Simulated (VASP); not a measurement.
# Li4TmGe (P-6m2) in VASP: a series of runs

Runs on Li4TmGe. Level: PBE. Tasks: single point.

Program: VASP 6.6.1. These are calculated values, not measurements. Logs are shortened: lines on timing, memory, paths and dates and some standing lists are left out, and cuts for length are marked.

### Step 1. The cell of the first run

The structure is hexagonal, space group P-6m2 (No. 187). The conventional cell has a = 5.258 Å, b = 5.258 Å, c = 4.579 Å, α = 90.00°, β = 90.00°, γ = 120.00°. Within 3.7 Å of Li (site symmetry -6m2) lie 6 Li at 2.78 Å and 3 Tm at 3.04 Å and 3 Ge at 3.04 Å. Within 3.3 Å of Li (site symmetry mm2) lie 6 Li at 2.51 to 2.78 Å and 2 Ge at 2.71 Å. Within 4.0 Å of Tm (site symmetry -6m2) lie 15 Li at 3.04 to 3.49 Å and 3 Ge at 3.04 Å. Ge (site symmetry -6m2) has 9 Li at 2.71 to 3.04 Å and 3 Tm at 3.04 Å within 3.6 Å.

The cell was built from a structure type or drawn by symmetry, and may not be a known phase.

### Step 2. Single point, PBE

Input file INCAR:

```
PREC = Accurate ; ENCUT = 750
EDIFF = 1E-6 ; ISMEAR = 0
SIGMA = 0.2 ; LREAL = False
LASPH = True ; NELM = 200
ALGO = Normal ; ISIF = 2
LWAVE = False ; LCHARG = False
GGA = PE ; NBANDS = 26
GGA_COMPAT = False ; LMAXMIX = 6
```

Input file KPOINTS:

```
Automatic mesh
0
Gamma
  4 4 4
```

Input file POSCAR:

```
Li4TmGe
1.0
    5.2576249739      0.0000000000      0.0000000000
   -2.6288124869      4.5532367910      0.0000000000
    0.0000000000      0.0000000000      4.5786560843
Li Tm Ge
4 1 1
Direct
    0.0000000000      0.0000000000      0.0000000000
    0.3479223848      0.1739611924      0.5000000000
    0.8260388076      0.1739611924      0.5000000000
    0.8260388076      0.6520776152      0.5000000000
    0.3333333333      0.6666666667      0.0000000000
    0.6666666667      0.3333333333      0.0000000000
```

Potentials or basis: VASP PAW PBE potentials, release 64 (Li_sv, Tm_3, Ge_d), 4f in core.

The run is started by

```bash
cat potpaw_PBE.64/Li_sv/POTCAR potpaw_PBE.64/Tm_3/POTCAR potpaw_PBE.64/Ge_d/POTCAR > POTCAR
mpirun -np 1 vasp_std > vasp.out
```

OUTCAR:

```text
PREC = Accurate
   ENCUT = 750
   EDIFF = 1E-6
   ISMEAR = 0
   LREAL = False
   LASPH = True
   NELM = 200
   ISIF = 2
   GGA = PE

 ion  position               nearest neighbor table
   1  0.000  0.000  0.000-   5 3.04   5 3.04   5 3.04
   2  0.348  0.174  0.500-   3 2.51   4 2.51   6 2.71   6 2.71
   3  0.826  0.174  0.500-   2 2.51   4 2.51   6 2.71   6 2.71
   4  0.826  0.652  0.500-   3 2.51   2 2.51   6 2.71   6 2.71
   5  0.333  0.667  0.000-   1 3.04   6 3.04   6 3.04   1 3.04   1 3.04   6 3.04
   6  0.667  0.333  0.000-   3 2.71   3 2.71   2 2.71   2 2.71   4 2.71   4 2.71   5 3.04   5 3.04
                             5 3.04

  LATTYP: Found a hexagonal cell.
 ALAT       =     5.2576249739
 C/A-ratio  =     0.8708601521

  Lattice vectors:

 A1 = (   5.2576249739,   0.0000000000,   0.0000000000)
 A2 = (  -2.6288124869,   4.5532367910,   0.0000000000)
 A3 = (   0.0000000000,   0.0000000000,   4.5786560843)

Analysis of symmetry for initial positions (statically):
=====================================================================
 Subroutine PRICEL returns:
 Original cell was already a primitive cell.

 Routine SETGRP: Setting up the symmetry group for a
 hexagonal supercell.

 Subroutine GETGRP returns: Found 12 space group operations
 (whereof 12 operations were pure point group operations)
 out of a pool of 24 trial point group operations.

The static configuration has the point symmetry D_3h.

Analysis of symmetry for dynamics (positions and initial velocities):
=====================================================================
 Subroutine PRICEL returns:
 Original cell was already a primitive cell.

 Routine SETGRP: Setting up the symmetry group for a
 hexagonal supercell.

 Subroutine GETGRP returns: Found 12 space group operations
 (whereof 12 operations were pure point group operations)
 out of a pool of 24 trial point group operations.

The dynamic configuration has the point symmetry D_3h.

 Subroutine INISYM returns: Found 12 space group operations
 (whereof 12 operations are pure point group operations),
 and found     1 'primitive' translations

----------------------------------------------------------------------------------------

                                     Primitive cell

  volume of cell :     109.6094

  direct lattice vectors                    reciprocal lattice vectors
     5.257624974  0.000000000  0.000000000     0.190199949  0.109811992  0.000000000
    -2.628812487  4.553236791  0.000000000     0.000000000  0.219623983  0.000000000
     0.000000000  0.000000000  4.578656084     0.000000000  0.000000000  0.218404698

  length of vectors
     5.257624974  5.257624974  4.578656084     0.219623983  0.219623983  0.218404698

  position of ions in fractional coordinates (direct lattice)
     0.000000000  0.000000000  0.000000000
     0.347922385  0.173961192  0.500000000
     0.826038808  0.173961192  0.500000000
     0.826038808  0.652077615  0.500000000
     0.333333333  0.666666667  0.000000000
     0.666666667  0.333333333  0.000000000

  ion indices of the primitive-cell ions
   primitive index   ion index
                 1           1
                 2           2
                 3           3
                 4           4
                 5           5
                 6           6

----------------------------------------------------------------------------------------

 KPOINTS: Automatic mesh

Automatic generation of k-mesh.
 Grid dimensions read from file:
 generate k-points for:    4    4    4

 Generating k-lattice:

  Cartesian coordinates                     Fractional coordinates (reciprocal lattice)
     0.047549987  0.027452998  0.000000000     0.250000000  0.000000000  0.000000000
     0.000000000  0.054905996  0.000000000     0.000000000  0.250000000  0.000000000
     0.000000000  0.000000000  0.054601175     0.000000000  0.000000000  0.250000000

  Length of vectors
     0.054905996  0.054905996  0.054601175

  Shift w.r.t. Gamma in fractional coordinates (k-lattice)
     0.000000000  0.000000000  0.000000000

 Subroutine IBZKPT returns following result:
 ===========================================

 Found     12 irreducible k-points:

 Following reciprocal coordinates:
            Coordinates               Weight
  0.000000  0.000000  0.000000      1.000000
  0.250000 -0.000000  0.000000      6.000000
  0.500000 -0.000000  0.000000      3.000000
  0.250000  0.250000  0.000000      6.000000
  0.000000  0.000000  0.250000      2.000000
  0.250000 -0.000000  0.250000     12.000000
  0.500000 -0.000000  0.250000      6.000000
  0.250000  0.250000  0.250000     12.000000
  0.000000  0.000000  0.500000      1.000000
  0.250000 -0.000000  0.500000      6.000000
  0.500000 -0.000000  0.500000      3.000000
  0.250000  0.250000  0.500000      6.000000
   k-points           NKPTS =     12   k-points in BZ     NKDIM =     12   number of bands    NBANDS=     26
   number of dos      NEDOS =    301   number of ions     NIONS =      6
   total plane-waves  NPLWV =  96768
   dimension x,y,z NGX =    48 NGY =   48 NGZ =   42
   dimension x,y,z NGXF=    96 NGYF=   96 NGZF=   84
   ions per type =               4   1   1
   NGX,Y,Z   is equivalent  to a cutoff of  15.18, 15.18, 15.25 a.u.
   NGXF,Y,Z  is equivalent  to a cutoff of  30.36, 30.36, 30.50 a.u.
 SYSTEM =  unknown system
   PREC   = accura    normal or accurate (medium, high low for compatibility)
   ISTART =      0    job   : 0-new  1-cont  2-samecut
   ICHARG =      2    charge: 1-file 2-atom 10-const
   ISPIN  =      1    spin polarized calculation?
   LNONCOLLINEAR =      F non collinear calculations
   LSORBIT =      F    spin-orbit coupling
   LASPH  =      T    aspherical Exc in radial PAW
   ENCUT  =  750.0 eV  55.12 Ry    7.42 a.u.  11.74 11.74 10.22*2*pi/ulx,y,z
   NELM   =    200;   NELMIN=  2; NELMDL= -5     # of ELM steps
   EDIFF  = 0.1E-05   stopping-criterion for ELM
   LREAL  =      F    real-space projection
   EDIFFG = 0.1E-04   stopping-criterion for IOM
   NSW    =      0    number of steps for IOM
   IBRION =     -1    ionic relax: 0-MD 1-quasi-New 2-CG
   NFREE  =      0    steps in history (QN), initial steepest desc. (CG)
   ISIF   =      2    stress and relaxation
   ISYM   =      2    0-nonsym 1-usesym 2-fastsym
   POTIM  = 0.5000    time-step for ionic-motion
   TEBEG  =    0.0;   TEEND  =   0.0 temperature during run
   PSTRESS=    0.0 pullay stress
   NELECT =      35.0000    total number of electrons
   NUPDOWN=      -1.0000    fix difference up-down
   EMIN   =  10.00;   EMAX   =-10.00  energy-range for DOS
   EFERMI =   0.00;   METHOD = LEGACY
   ISMEAR =     0;   SIGMA  =   0.20  broadening in eV -4-tet -1-fermi 0-gaus
   EFERMI_NEDOS =   21; number of points for ismear=-14 and -15
   IALGO  =     38    algorithm
   IMIX   =      4    mixing-type and parameters
     AMIX     =   0.40;   BMIX     =  1.00
     AMIX_MAG =   1.60;   BMIX_MAG =  1.00
  volume/ion in A,a.u.               =      18.27       123.28
  Fermi-wavevector in a.u.,A,eV,Ry     =   1.118961  2.114529 17.035493  1.252073
  Thomas-Fermi vector in A             =   2.255596
   LORBIT       =      0    0 simple, 1 ext, 2 COOP (PROOUT), +10 PAW based schemes
   GGA     = PE    functional components
   LHFCALC =     F    Hartree Fock is set to
   AEXX    =    0.0000 exact exchange contribution
   IVDW    =     0    specifies the selected vdW correction
   LEPSILON=     F    determine dielectric tensor
   LRPA    =     F    only Hartree local field effects (RPA)
 non-spin polarized calculation
 Gauss-broadening in eV      SIGMA  =   0.20
  energy-cutoff  :      750.00
  volume of cell :      109.61
 maximum number of plane-waves:      5144
 NGX is ok and might be reduce to    48
   NGX = 23   NGY = 23   NGZ = 21

 number of electron      34.9999998 magnetization

 Free energy of the ion-electron system (eV)
  ---------------------------------------------------
  ext. energy  EPLUGINS =         0.00000000
  ---------------------------------------------------
  free energy    TOTEN  =       -17.90675332 eV

  energy without entropy =      -17.86511800  energy(sigma->0) =      -17.88593566

 E-fermi :   2.7392     XC(G=0):  -8.9371

 val. band max:        2.6953774505   @ k =   0.2500  -0.0000   0.2500
 cond. band min:       2.8858956324   @ k =   0.2500  -0.0000   0.0000
 fundamental gap:      0.1905181820
 Fermi energy:         2.7392030101

 k-point     1 :       0.0000    0.0000    0.0000
  band No.  band energies     occupation
      1     -43.5177      2.00000
      2     -43.1912      2.00000
      3     -43.1401      2.00000
      4     -43.1401      2.00000
      5     -23.3954      2.00000
      6     -23.3954      2.00000
[... 18 lines left out ...]
     25       7.1981      0.00000
     26       8.7187      0.00000

 k-point     2 :       0.2500   -0.0000    0.0000
  band No.  band energies     occupation
      1     -43.5177      2.00000
      2     -43.1860      2.00000
      3     -43.1453      2.00000
      4     -43.1401      2.00000
      5     -23.3970      2.00000
      6     -23.3952      2.00000
[... 18 lines left out ...]
     25       7.5851      0.00000
     26       7.8113      0.00000

 k-point     3 :       0.5000   -0.0000    0.0000
  band No.  band energies     occupation
      1     -43.5176      2.00000
      2     -43.1791      2.00000
      3     -43.1523      2.00000
      4     -43.1401      2.00000
      5     -23.3985      2.00000
      6     -23.3950      2.00000
[... 18 lines left out ...]
     25       7.2161      0.00000
     26       7.3428      0.00000

 k-point     4 :       0.2500    0.2500    0.0000
  band No.  band energies     occupation
      1     -43.5176      2.00000
      2     -43.1791      2.00000
      3     -43.1523      2.00000
      4     -43.1401      2.00000
      5     -23.3982      2.00000
      6     -23.3953      2.00000
[... 18 lines left out ...]
     25       6.9954      0.00000
     26       8.0049      0.00000

 k-point     5 :       0.0000    0.0000    0.2500
  band No.  band energies     occupation
      1     -43.5173      2.00000
      2     -43.1915      2.00000
      3     -43.1401      2.00000
      4     -43.1401      2.00000
      5     -23.3948      2.00000
      6     -23.3948      2.00000
[... 18 lines left out ...]
     25       8.2889      0.00000
     26       8.7845      0.00000

 k-point     6 :       0.2500   -0.0000    0.2500
  band No.  band energies     occupation
      1     -43.5173      2.00000
      2     -43.1863      2.00000
      3     -43.1454      2.00000
      4     -43.1401      2.00000
      5     -23.3964      2.00000
      6     -23.3946      2.00000
[... 18 lines left out ...]
     25       8.3135      0.00000
     26       8.4833      0.00000

 k-point     7 :       0.5000   -0.0000    0.2500
  band No.  band energies     occupation
      1     -43.5173      2.00000
      2     -43.1791      2.00000
      3     -43.1525      2.00000
      4     -43.1401      2.00000
      5     -23.3980      2.00000
      6     -23.3945      2.00000
[... 18 lines left out ...]
     25       7.6387      0.00000
     26       8.4215      0.00000

 k-point     8 :       0.2500    0.2500    0.2500
  band No.  band energies     occupation
      1     -43.5173      2.00000
      2     -43.1791      2.00000
      3     -43.1525      2.00000
      4     -43.1401      2.00000
      5     -23.3976      2.00000
      6     -23.3948      2.00000
[... 18 lines left out ...]
     25       7.6948      0.00000
     26       8.1441      0.00000

 k-point     9 :       0.0000    0.0000    0.5000
  band No.  band energies     occupation
      1     -43.5170      2.00000
      2     -43.1918      2.00000
      3     -43.1401      2.00000
      4     -43.1401      2.00000
      5     -23.3942      2.00000
      6     -23.3942      2.00000
[... 18 lines left out ...]
     25       7.9831      0.00000
     26       7.9846      0.00000

 k-point    10 :       0.2500   -0.0000    0.5000
  band No.  band energies     occupation
      1     -43.5170      2.00000
      2     -43.1865      2.00000
      3     -43.1454      2.00000
      4     -43.1401      2.00000
      5     -23.3958      2.00000
      6     -23.3940      2.00000
[... 18 lines left out ...]
     25       8.5147      0.00000
     26       9.2591      0.00000

 k-point    11 :       0.5000   -0.0000    0.5000
  band No.  band energies     occupation
      1     -43.5170      2.00000
      2     -43.1792      2.00000
      3     -43.1528      2.00000
      4     -43.1401      2.00000
      5     -23.3974      2.00000
      6     -23.3939      2.00000
[... 18 lines left out ...]
     25       9.0360      0.00000
     26       9.3027      0.00000

 k-point    12 :       0.2500    0.2500    0.5000
  band No.  band energies     occupation
      1     -43.5170      2.00000
      2     -43.1792      2.00000
      3     -43.1527      2.00000
      4     -43.1401      2.00000
      5     -23.3971      2.00000
      6     -23.3942      2.00000
[... 18 lines left out ...]
     25       8.2250      0.00000
     26       9.2958      0.00000

------------------------ aborting loop because EDIFF is reached ----------------------------------------

  FORCE on cell =-STRESS in cart. coord.  units (eV):
  Direction    XX          YY          ZZ          XY          YZ          ZX
  --------------------------------------------------------------------------------------
  -------------------------------------------------------------------------------------
  Total        0.0032052      0.0032052      0.0291757      0.0000000      0.0000000      0.0000000
  in kB        0.0468514      0.0468514      0.4264654      0.0000000      0.0000000      0.0000000
  external PRESSURE =       0.1733894 kB  Pullay stress =       0.0000000 kB

 VOLUME and BASIS-vectors are now :
 -----------------------------------------------------------------------------
  energy-cutoff  :      750.00
  volume of cell :      109.61
      direct lattice vectors                 reciprocal lattice vectors
     5.257624974  0.000000000  0.000000000     0.190199949  0.109811992  0.000000000
    -2.628812487  4.553236791  0.000000000     0.000000000  0.219623983  0.000000000
     0.000000000  0.000000000  4.578656084     0.000000000  0.000000000  0.218404698

 POSITION                                       TOTAL-FORCE (eV/Angst)
 -----------------------------------------------------------------------------------
      0.00000      0.00000      0.00000        -0.000000      0.000000     -0.000000
      1.37193      0.79209      2.28933        -0.001410     -0.000814      0.000000
      3.88569      0.79209      2.28933         0.001410     -0.000814      0.000000
      2.62881      2.96906      2.28933         0.000000      0.001628     -0.000000
     -0.00000      3.03549      0.00000        -0.000000      0.000000     -0.000000
      2.62881      1.51775      0.00000        -0.000000     -0.000000     -0.000000
 -----------------------------------------------------------------------------------
    total drift:                               -0.000002      0.000001      0.000000

  FREE ENERGIE OF THE ION-ELECTRON SYSTEM (eV)
  ---------------------------------------------------
  free  energy   TOTEN  =       -17.9067533202 eV

  energy  without entropy=      -17.8651180001  energy(sigma->0) =      -17.88593566
```

Run time: 48 s. Hardware: 1 thread of AMD EPYC 9R45 (Zen 5), shared host; peak memory 0.3 GiB.

What came out:

* Free energy: -17.9068 eV
* Pressure: 0.0 GPa
* Band gap on the k mesh: zero (an odd number of electrons rules out a gap without spin polarisation)

Levels at points of the mesh, in eV from the Fermi level:
```tsv
k point	band 14	band 15	band 16	band 17	band 18	band 19	band 20	band 21
(0.00, 0.00, 0.00)	-1.97	-1.97	-1.90	-1.41	0.44	1.02	1.02	2.22
(0.50, 0.00, 0.00)	-3.86	-1.64	-1.28	-1.25	0.35	1.19	1.54	1.81
(0.00, 0.00, 0.50)	-3.26	-1.93	-1.93	-0.12	0.36	0.36	0.64	2.83
(0.50, 0.00, 0.50)	-3.12	-2.88	-1.36	-1.30	0.22	0.37	0.50	1.53
```

Caveat: spin-orbit coupling is left out, which moves the levels of the heavy elements; the 4f electrons are frozen in the core, so they carry no moment and show no levels. Spin polarisation is off, so any magnetic state and its effect on volume and gap are missing.

### Step 3. Single point, PBE

Input file INCAR:

```
SYSTEM = Li4TmGe
  ALGO = Normal
  EDIFF = 1E-6
  ENCUT = 750
  GGA = PE
  GGA_COMPAT = .False.
  ISIF = 2
  ISMEAR = 0
  LASPH = .True.
  LCHARG = .False.
  LMAXMIX = 6
  LREAL = .False.
  LWAVE = .False.
  NBANDS = 26
  NELM = 200
  PREC = Accurate
  SIGMA = 0.2
```

Input file KPOINTS:

```
k-points
0
Gamma
  4 4 4
  0 0 0
```

Input file POSCAR:

```
Li4TmGe
1.0
    5.2570994840      0.0000000030      0.0000000000
   -2.6285497446      4.5527817019      0.0000000000
    0.0000000000      0.0000000000      4.5785569519
Li Tm Ge
4 1 1
Direct
    0.3333333333      0.6666666667      0.0000000000
    0.6812111300      0.8406055650      0.5000000000
    0.1593944350      0.8406055650      0.5000000000
    0.1593944350      0.3187888700      0.5000000000
    0.6666666667      0.3333333333      0.0000000000
    0.0000000000      0.0000000000      0.0000000000
```

Potentials or basis: VASP PAW PBE potentials, release 64 (Li_sv, Tm_3, Ge_d), 4f in core.

The run is started by

```bash
cat potpaw_PBE.64/Li_sv/POTCAR potpaw_PBE.64/Tm_3/POTCAR potpaw_PBE.64/Ge_d/POTCAR > POTCAR
mpirun -np 1 vasp_std > vasp.out
```

Run time: 48 s. Hardware: 1 thread of AMD EPYC 9R45 (Zen 5), shared host; peak memory 0.3 GiB.

Results (log left out):

```
Free energy            : -17.9067 eV
Pressure               : 0.0 GPa
Band gap on the k mesh : zero (an odd number of electrons rules out a gap without spin polarisation)
```

Levels at points of the mesh, in eV from the Fermi level:
```
           k point  band 13  band 14  band 15  band 16  band 17  band 18  band 19  band 20  band 21  band 22
(0.00, 0.00, 0.00)    -8.53    -1.97    -1.97    -1.90    -1.41     0.44     1.02     1.02     2.22     2.22
(0.50, 0.00, 0.00)    -8.11    -3.86    -1.64    -1.28    -1.25     0.35     1.19     1.54     1.81     2.67
(0.00, 0.00, 0.50)    -8.32    -3.26    -1.93    -1.93    -0.12     0.36     0.36     0.64     2.83     2.83
(0.50, 0.00, 0.50)    -7.91    -3.13    -2.88    -1.36    -1.30     0.22     0.37     0.50     1.53     3.09
```

Caveat: spin-orbit coupling is left out, which moves the levels of the heavy elements; the 4f electrons are frozen in the core, so they carry no moment and show no levels.
